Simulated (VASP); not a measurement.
# Sc in VASP: further runs, part 2 of 2

VASP 6.6.1. The steps go on from the part before.

## (3) Single point, PBE

INCAR

```
  PREC = Accurate
  ENCUT = 520
  EDIFF = 1E-6
  ISMEAR = 1
  SIGMA = 0.1
  LREAL = False
  LASPH = True
  NELM = 60
  ALGO = Fast
  ISIF = 2
  LWAVE = False
  LCHARG = False
  GGA = PE
  NBANDS = 12
```

KPOINTS

```
regular mesh
0
Gamma
  17 17 17
```

POSCAR

```
Sc
1.0
    0.0000000000      2.2600000000      2.2600000000
    2.2600000000      0.0000000000      2.2600000000
    2.2600000000      2.2600000000      0.0000000000
Sc
1
Direct
    0.0000000000      0.0000000000      0.0000000000
```

Potentials or basis: VASP PAW PBE potentials, release 64 (Sc_sv).

Command:

```bash
$ cat potpaw_PBE.64/Sc_sv/POTCAR > POTCAR
$ mpirun -np 1 vasp_std > vasp.out
```

OUTCAR:

```text
PREC = Accurate
   ENCUT = 520
   EDIFF = 1E-6
   ISMEAR = 1
   LREAL = False
   LASPH = True
   NELM = 60
   ISIF = 2
   GGA = PE

 ion  position               nearest neighbor table
   1  0.000  0.000  0.000-

  LATTYP: Found a face centered cubic cell.
 ALAT       =     4.5200000000

  Lattice vectors:

 A1 = (   0.0000000000,   2.2600000000,   2.2600000000)
 A2 = (   2.2600000000,   0.0000000000,   2.2600000000)
 A3 = (   2.2600000000,   2.2600000000,   0.0000000000)

Analysis of symmetry for initial positions (statically):
=====================================================================
 Subroutine PRICEL returns:
 Original cell was already a primitive cell.

 Routine SETGRP: Setting up the symmetry group for a
 face centered cubic supercell.

 Subroutine GETGRP returns: Found 48 space group operations
 (whereof 48 operations were pure point group operations)
 out of a pool of 48 trial point group operations.

The static configuration has the point symmetry O_h .

Analysis of symmetry for dynamics (positions and initial velocities):
=====================================================================
 Subroutine PRICEL returns:
 Original cell was already a primitive cell.

 Routine SETGRP: Setting up the symmetry group for a
 face centered cubic supercell.

 Subroutine GETGRP returns: Found 48 space group operations
 (whereof 48 operations were pure point group operations)
 out of a pool of 48 trial point group operations.

The dynamic configuration has the point symmetry O_h .

 Subroutine INISYM returns: Found 48 space group operations
 (whereof 48 operations are pure point group operations),
 and found     1 'primitive' translations

----------------------------------------------------------------------------------------

                                     Primitive cell

  volume of cell :      23.0864

  direct lattice vectors                    reciprocal lattice vectors
     0.000000000  2.260000000  2.260000000    -0.221238938  0.221238938  0.221238938
[... 112 lines left out ...]
   IVDW    =     0    specifies the selected vdW correction
   LEPSILON=     F    determine dielectric tensor
   LRPA    =     F    only Hartree local field effects (RPA)
 non-spin polarized calculation
 RMM-DIIS sequential band-by-band and
 Methfessel and Paxton  Order N= 1 SIGMA  =   0.10
  energy-cutoff  :      520.00
  volume of cell :       23.09
 maximum number of plane-waves:       635
   NGX = 11   NGY = 11   NGZ = 11

 number of electron      11.0000000 magnetization

 Free energy of the ion-electron system (eV)
  ---------------------------------------------------
  ext. energy  EPLUGINS =         0.00000000
  ---------------------------------------------------
  free energy    TOTEN  =        -6.18346672 eV

  energy without entropy =       -6.18379712  energy(sigma->0) =       -6.18357685

 E-fermi :   4.1373     XC(G=0): -10.1392

 val. band max:        4.1359022563   @ k =   0.4706   0.2941   0.1176
 cond. band min:       4.1424951074   @ k =   0.2941   0.2941   0.0000
 fundamental gap:      0.0065928510
 Fermi energy:         4.1373278860

 k-point     1 :       0.0000    0.0000    0.0000
  band No.  band energies     occupation
      1     -45.1240      2.00000
      2     -23.4998      2.00000
      3     -23.4998      2.00000
      4     -23.4998      2.00000
      5      -1.1748      2.00000
      6       5.8081     -0.00000
      7       5.8081     -0.00000
      8       5.8081     -0.00000
      9       7.3106      0.00000
     10       7.3106      0.00000
     11      17.0006      0.00000
     12      20.6625      0.00000
[... 331 lines left out ...]
 k-point    24 :      -0.1176    0.0588    0.0000
  band No.  band energies     occupation
      1     -45.1083      2.00000
      2     -23.5959      2.00000
      3     -23.5241      2.00000
      4     -23.5077      2.00000
      5      -0.5991      2.00000
      6       5.3984     -0.00000
      7       5.9852     -0.00000
      8       6.0125     -0.00000
      9       7.0556      0.00000
     10       7.3344      0.00000
     11      17.3256      0.00000
     12      18.0735      0.00000

 [... further k-points ...]

------------------------ aborting loop because EDIFF is reached ----------------------------------------

  FORCE on cell =-STRESS in cart. coord.  units (eV):
  Direction    XX          YY          ZZ          XY          YZ          ZX
  --------------------------------------------------------------------------------------
  -------------------------------------------------------------------------------------
  Total        0.5314385      0.5314385      0.5314385     -0.0000000     -0.0000000      0.0000000
  in kB       36.8814752     36.8814752     36.8814752     -0.0000000     -0.0000000      0.0000000
  external PRESSURE =      36.8814752 kB  Pullay stress =       0.0000000 kB

 VOLUME and BASIS-vectors are now :
 -----------------------------------------------------------------------------
  energy-cutoff  :      520.00
  volume of cell :       23.09
      direct lattice vectors                 reciprocal lattice vectors
     0.000000000  2.260000000  2.260000000    -0.221238938  0.221238938  0.221238938
     2.260000000  0.000000000  2.260000000     0.221238938 -0.221238938  0.221238938
     2.260000000  2.260000000  0.000000000     0.221238938  0.221238938 -0.221238938

 POSITION                                       TOTAL-FORCE (eV/Angst)
 -----------------------------------------------------------------------------------
      0.00000      0.00000      0.00000        -0.000000      0.000000     -0.000000
 -----------------------------------------------------------------------------------
    total drift:                                0.000000      0.000000     -0.000000

  FREE ENERGIE OF THE ION-ELECTRON SYSTEM (eV)
  ---------------------------------------------------
  free  energy   TOTEN  =        -6.1834667200 eV

  energy  without entropy=       -6.1837971180  energy(sigma->0) =       -6.18357685
```

stdout:

```text
POSCAR found type information on POSCAR Sc
 POSCAR found :  1 types and       1 ions
 scaLAPACK will be used
 LDA part: xc-table for (Slater+PW92), standard interpolation
 POSCAR, INCAR and KPOINTS ok, starting setup
 FFT: planning ... GRIDC
 FFT: planning ... GRID_SOFT
 FFT: planning ... GRID
 WAVECAR not read
 entering main loop
```

Wall time 39 s (1 thread of Intel Xeon Platinum 8259CL at 2.50GHz (Skylake/Cascade Lake), shared host); peak memory 0.17 GiB.

What came out:

* Free energy: -6.1835 eV
* Pressure: 3.7 GPa
* Band gap on the k mesh: zero (an odd number of electrons rules out a gap without spin polarisation)

Caveat: the cell stands under pressure.

## (4) Single point, LDA

INCAR

```
SYSTEM = Sc
ALGO = Normal
EDIFF = 1E-6
ENCUT = 520
GGA = CA
ISIF = 2
ISMEAR = -1
LASPH = .TRUE.
LCHARG = .TRUE.
LELF = .TRUE.
LREAL = .FALSE.
LVHAR = .TRUE.
LWAVE = .FALSE.
NBANDS = 12
NELM = 100
PREC = Accurate
SIGMA = 0.05
```

KPOINTS

```
k-points
0
G
  7 7 7
  0 0 0
```

POSCAR

```
Sc
1.0
   -0.0116770000      2.2503010000      2.2952860000
    2.2484430000     -0.0235140000      2.3071230000
    2.2121240000      2.2258190000      0.0128050000
Sc
1
Direct
   -0.0081780000      0.0007790000     -0.0045000000
```

Potentials or basis: VASP PAW LDA potentials, release 64 (Sc_sv).

Command:

```bash
$ cat potpaw_LDA.64/Sc_sv/POTCAR > POTCAR
$ mpirun -np 1 vasp_std > vasp.out
```

Run time: 28 s. Hardware: 1 thread of Intel Xeon Platinum 8259CL at 2.50GHz (Skylake/Cascade Lake), shared host; peak memory 0.16 GiB.

It converged, with:

```yaml
Free_energy: -6.6872 eV
Pressure: -1.7 GPa
Band_gap_on_the_k_mesh: zero (an odd number of electrons rules out a gap without spin polarisation)
```

Stress tensor (GPa, compression positive):
```
-1.23  0.69 -0.35
 0.69 -1.46 -0.11
-0.35 -0.11 -2.35
```

Levels at points of the mesh, in eV from the Fermi level:
```
           k point  band 3  band 4  band 5  band 6  band 7  band 8
(0.00, 0.00, 0.00)  -27.38  -27.36   -5.27    1.48    1.57    1.77
```

## (5) Single point, LDA

INCAR

```
ALGO = Normal ; EDIFF = 1E-6
ENCUT = 520 ; GGA = CA
ISIF = 2 ; ISMEAR = -1
LASPH = True ; LCHARG = False
LREAL = False ; LWAVE = False
NBANDS = 12 ; NELM = 80
PREC = Accurate ; SIGMA = 0.05
```

KPOINTS

```
k-points
0
Gamma
  9 9 9
```

POSCAR is that of step 4.

Potentials or basis: VASP PAW LDA potentials, release 64 (Sc_sv).

Command:

```bash
$ cat potpaw_LDA.64/Sc_sv/POTCAR > POTCAR
$ mpirun -np 1 vasp_std > vasp.out
```

OUTCAR:

```text
EDIFF = 1E-6
   ENCUT = 520
   GGA = CA
   ISIF = 2
   ISMEAR = -1
   LASPH = True
   LREAL = False
   NELM = 80
   PREC = Accurate

 ion  position               nearest neighbor table
   1  0.992  0.001  0.995-

  Warning from LATTYP: Got some problem with cell dimensions!
  Tried to take original basis but could not verify dimensions!
  LATTYP: Found a triclinic cell.
 ALAT       =     3.2143939965
 B/A-ratio  =     0.9762775378
 C/A-ratio  =     0.9973925613
 COS(alpha) =     0.0060912292
 COS(beta)  =     0.4964384032
 COS(gamma) =     0.4968983174

  Lattice vectors:

 A1 = (  -0.0116770000,   2.2503010000,   2.2952860000)
 A2 = (   2.2121240000,   2.2258190000,   0.0128050000)
 A3 = (  -2.2601200000,   2.2738150000,  -0.0118370000)

Analysis of symmetry for initial positions (statically):
=====================================================================
 Subroutine PRICEL returns:
 Original cell was already a primitive cell.

 Routine SETGRP: Setting up the symmetry group for a
 triclinic supercell.

 Subroutine GETGRP returns: Found  2 space group operations
 (whereof  1 operations were pure point group operations)
 out of a pool of  2 trial point group operations.

The static configuration has the point symmetry C_1 .
 The point group associated with its full space group is S_2 .

Analysis of symmetry for dynamics (positions and initial velocities):
=====================================================================
 Subroutine PRICEL returns:
 Original cell was already a primitive cell.

 Routine SETGRP: Setting up the symmetry group for a
 triclinic supercell.

 Subroutine GETGRP returns: Found  2 space group operations
 (whereof  1 operations were pure point group operations)
 out of a pool of  2 trial point group operations.

The dynamic configuration has the point symmetry C_1 .
 The point group associated with its full space group is S_2 .

 Subroutine INISYM returns: Found  2 space group operations
 (whereof  1 operations are pure point group operations),
 and found     1 'primitive' translations

[... 113 lines left out ...]
  volume/ion in A,a.u.               =      23.09       155.79
  Fermi-wavevector in a.u.,A,eV,Ry     =   1.278657  2.416311 22.245021  1.634963
  Thomas-Fermi vector in A             =   2.411187
   LORBIT       =      0    0 simple, 1 ext, 2 COOP (PROOUT), +10 PAW based schemes
   GGA     = CA    functional components
   LHFCALC =     F    Hartree Fock is set to
   AEXX    =    0.0000 exact exchange contribution
   IVDW    =     0    specifies the selected vdW correction
   LEPSILON=     F    determine dielectric tensor
   LRPA    =     F    only Hartree local field effects (RPA)
 non-spin polarized calculation
  energy-cutoff  :      520.00
  volume of cell :       23.09
 maximum number of plane-waves:       634
   NGX = 11   NGY = 11   NGZ = 11

 number of electron      11.0000000 magnetization

 Free energy of the ion-electron system (eV)
  ---------------------------------------------------
  ext. energy  EPLUGINS =         0.00000000
  ---------------------------------------------------
  free energy    TOTEN  =        -6.68912080 eV

  energy without entropy =       -6.67708205  energy(sigma->0) =       -6.68310143

 E-fermi :   3.9347     XC(G=0): -10.4122

 val. band max:        3.9136738748   @ k =  -0.2222  -0.1111   0.3333
 cond. band min:       3.9530510186   @ k =  -0.2222   0.2222   0.4444
 fundamental gap:      0.0393771438
 Fermi energy:         3.9347451831

 k-point     1 :       0.0000    0.0000    0.0000
  band No.  band energies     occupation
      1     -44.7547      2.00000
      2     -23.4693      2.00000
      3     -23.4615      2.00000
      4     -23.4515      2.00000
      5      -1.3437      2.00000
      6       5.3934      0.00000
      7       5.4853      0.00000
      8       5.6857      0.00000
      9       6.9208      0.00000
     10       7.1170      0.00000
     11      16.8736      0.00000
     12      20.1559      0.00000
[... 331 lines left out ...]
 k-point    24 :       0.0000    0.3333   -0.0000
  band No.  band energies     occupation
      1     -44.6962      2.00000
      2     -23.8413      2.00000
      3     -23.5109      2.00000
      4     -23.4939      2.00000
      5       1.0419      2.00000
      6       4.3103      0.00109
      7       5.4525      0.00000
      8       5.7751      0.00000
      9       7.4616      0.00000
     10       7.5040      0.00000
     11      12.9893      0.00000
     12      17.0354      0.00000

 [... further k-points ...]
[... 5 lines left out ...]
  --------------------------------------------------------------------------------------
  -------------------------------------------------------------------------------------
  Total       -0.1894509     -0.2172343     -0.3076676      0.1341795     -0.0020509     -0.0635515
  in kB      -13.1477640    -15.0759135    -21.3519270      9.3119672     -0.1423290     -4.4104293
  external PRESSURE =     -16.5252015 kB  Pullay stress =       0.0000000 kB

 VOLUME and BASIS-vectors are now :
 -----------------------------------------------------------------------------
  energy-cutoff  :      520.00
  volume of cell :       23.09
      direct lattice vectors                 reciprocal lattice vectors
    -0.011677000  2.250301000  2.295286000    -0.222449151  0.219820392  0.219031709
     2.248443000 -0.023514000  2.307123000     0.220046726 -0.219939766  0.216748659
     2.212124000  2.225819000  0.012805000     0.227220509  0.224711124 -0.219151083

 POSITION                                       TOTAL-FORCE (eV/Angst)
 -----------------------------------------------------------------------------------
      2.19234      4.44768      2.29106         0.000000      0.000000     -0.000000
 -----------------------------------------------------------------------------------
    total drift:                                0.000002      0.000000      0.000002

  FREE ENERGIE OF THE ION-ELECTRON SYSTEM (eV)
  ---------------------------------------------------
  free  energy   TOTEN  =        -6.6891208043 eV

  energy  without entropy=       -6.6770820476  energy(sigma->0) =       -6.68310143
```

Run time: 62 s. Hardware: 1 thread of Intel Xeon Platinum 8259CL at 2.50GHz (Skylake/Cascade Lake), shared host; peak memory 0.2 GiB.

What came out:

* Free energy: -6.6891 eV
* Pressure: -1.7 GPa
* Band gap on the k mesh: zero (an odd number of electrons rules out a gap without spin polarisation)

Stress tensor (GPa, compression positive):
```
-1.31  0.93 -0.44
 0.93 -1.51 -0.01
-0.44 -0.01 -2.14
```

## (6) Single point, LDA

INCAR

```
SYSTEM = Sc
  PREC = Accurate
  ENCUT = 520
  EDIFF = 1E-7
  ISMEAR = -1
  SIGMA = 0.05
  LREAL = .False.
  LASPH = .True.
  NELM = 80
  ALGO = Fast
  ISIF = 2
  LWAVE = .False.
  LCHARG = .True.
  LELF = .True.
  LVHAR = .True.
  NBANDS = 12
```

KPOINTS

```
regular mesh
0
Gamma
  11 11 12
  0 0 0
```

POSCAR is that of step 5.

Potentials or basis: VASP PAW LDA potentials, release 64 (Sc_sv).

Command:

```bash
$ cat potpaw_LDA.64/Sc_sv/POTCAR > POTCAR
$ mpirun -np 1 vasp_std > vasp.out
```

OUTCAR:

```text
SYSTEM = Sc
   PREC = Accurate
   ENCUT = 520
   EDIFF = 1E-7
   ISMEAR = -1
   LREAL = .False.
   LASPH = .True.
   NELM = 80
   ISIF = 2

 ion  position               nearest neighbor table
   1  0.992  0.001  0.995-

  Warning from LATTYP: Got some problem with cell dimensions!
  Tried to take original basis but could not verify dimensions!
  LATTYP: Found a triclinic cell.
 ALAT       =     3.2143939965
 B/A-ratio  =     0.9762775378
 C/A-ratio  =     0.9973925613
 COS(alpha) =     0.0060912292
 COS(beta)  =     0.4964384032
[... 540 lines left out ...]
      5       2.6804      2.00000
      6       3.7649      1.90034
      7       4.8266      0.00000
      8       6.1096      0.00000
      9       7.9773      0.00000
     10       8.8391      0.00000
     11      10.9849      0.00000
     12      15.3511      0.00000

 [... further k-points ...]
[... 5 lines left out ...]
  --------------------------------------------------------------------------------------
  -------------------------------------------------------------------------------------
  Total       -0.1920575     -0.2149763     -0.3114005      0.1132485     -0.0042399     -0.0530106
  in kB      -13.3286636    -14.9192092    -21.6109852      7.8593670     -0.2942468     -3.6789033
  external PRESSURE =     -16.6196193 kB  Pullay stress =       0.0000000 kB

 VOLUME and BASIS-vectors are now :
 -----------------------------------------------------------------------------
  energy-cutoff  :      520.00
  volume of cell :       23.09
      direct lattice vectors                 reciprocal lattice vectors
    -0.011677000  2.250301000  2.295286000    -0.222449151  0.219820392  0.219031709
     2.248443000 -0.023514000  2.307123000     0.220046726 -0.219939766  0.216748659
     2.212124000  2.225819000  0.012805000     0.227220509  0.224711124 -0.219151083

 POSITION                                       TOTAL-FORCE (eV/Angst)
 -----------------------------------------------------------------------------------
      2.19234      4.44768      2.29106        -0.000000      0.000000      0.000000
 -----------------------------------------------------------------------------------
    total drift:                                0.000002      0.000000      0.000002

  FREE ENERGIE OF THE ION-ELECTRON SYSTEM (eV)
  ---------------------------------------------------
  free  energy   TOTEN  =        -6.6856095827 eV

  energy  without entropy=       -6.6706430308  energy(sigma->0) =       -6.67812631
```

OSZICAR:

```text
N       E                     dE             d eps       ncg     rms          rms(c)
DAV:   1     0.727597288441E+02    0.72760E+02   -0.50901E+03 17576   0.922E+02
DAV:   2    -0.581451931556E+01   -0.78574E+02   -0.76871E+02 17556   0.291E+02
DAV:   3    -0.732021327249E+01   -0.15057E+01   -0.14726E+01 24616   0.548E+01
DAV:   4    -0.733965670013E+01   -0.19443E-01   -0.19413E-01 23664   0.448E+00
DAV:   5    -0.733987465234E+01   -0.21795E-03   -0.21795E-03 23112   0.384E-01    0.566E+00
RMM:   6    -0.674660556461E+01    0.59327E+00   -0.59323E-01 19244   0.107E+01    0.169E+00
RMM:   7    -0.669247665952E+01    0.54129E-01   -0.62670E-01 24665   0.626E+00    0.616E-01
RMM:   8    -0.668598656779E+01    0.64901E-02   -0.24804E-02 20104   0.277E+00    0.341E-01
RMM:   9    -0.668572777979E+01    0.25879E-03   -0.10180E-02 26556   0.700E-01    0.573E-02
RMM:  10    -0.668561431387E+01    0.11347E-03   -0.61525E-04 26272   0.267E-01    0.261E-02
RMM:  11    -0.668560864816E+01    0.56657E-05   -0.76149E-05 26196   0.926E-02    0.407E-03
RMM:  12    -0.668560949043E+01   -0.84227E-06   -0.80821E-06 24889   0.279E-02    0.204E-03
RMM:  13    -0.668560961593E+01   -0.12550E-06   -0.83916E-07 21114   0.115E-02    0.129E-03
RMM:  14    -0.668560958265E+01    0.33279E-07   -0.27863E-07 18561   0.836E-03
   1 F= -.66856096E+01 E0= -.66781263E+01  d E =-.149666E-01
```

It took 2.9 min on 1 thread of Intel Xeon Platinum 8259CL at 2.50GHz (Skylake/Cascade Lake), shared host; peak memory 0.29 GiB.

Results:

```
Free energy            : -6.6856 eV
Pressure               : -1.7 GPa
Band gap on the k mesh : zero (an odd number of electrons rules out a gap without spin polarisation)
```

Levels at points of the mesh, in eV from the Fermi level:
| k point | band 4 | band 5 | band 6 | band 7 | band 8 | band 9 |
| --- | --- | --- | --- | --- | --- | --- |
| (0.00, 0.00, 0.00) | -27.36 | -5.26 | 1.49 | 1.58 | 1.78 | 3.01 |
| (0.00, 0.00, 0.50) | -27.43 | -1.82 | 0.58 | 1.43 | 1.49 | 4.05 |

## (7) Summary

| level | potentials or basis | cell | k mesh | smearing | gap on the mesh (eV) | pressure (GPa) |
| --- | --- | --- | --- | --- | --- | --- |
| PBE | VASP PAW PBE potentials, release 64 (Sc_sv) | a = 3.196 Å, angles 60.0°, 1 atom | 14 × 14 × 14 | methfessel-paxton 0.1 eV | none | 3.7 |
| PBE | VASP PAW PBE potentials, release 64 (Sc_sv) | a = 3.196 Å, angles 60.0°, 1 atom | 17 × 17 × 17 | methfessel-paxton 0.1 eV | none | 3.7 |
| LDA | VASP PAW LDA potentials, release 64 (Sc_sv) | a = 3.214, b = 3.222, c = 3.138 Å, angles 60.7, 60.2, 59.8°, 1 atom | 7 × 7 × 7 | fermi-dirac 0.05 eV | none | -1.7 |
| LDA | VASP PAW LDA potentials, release 64 (Sc_sv) | a = 3.214, b = 3.222, c = 3.138 Å, angles 60.7, 60.2, 59.8°, 1 atom | 9 × 9 × 9 | fermi-dirac 0.05 eV | none | -1.7 |
| LDA | VASP PAW LDA potentials, release 64 (Sc_sv) | a = 3.214, b = 3.222, c = 3.138 Å, angles 60.7, 60.2, 59.8°, 1 atom | 11 × 11 × 12 | fermi-dirac 0.05 eV | none | -1.7 |

Alike in all rows: task single point; no spin polarisation; cutoff (eV) 520.

Caveats: the cell stands under pressure (at least some runs).

Absolute energies hang on the potentials; compare differences alone.

The gap in the log of VASP goes by the Fermi energy; the results here count the filled bands.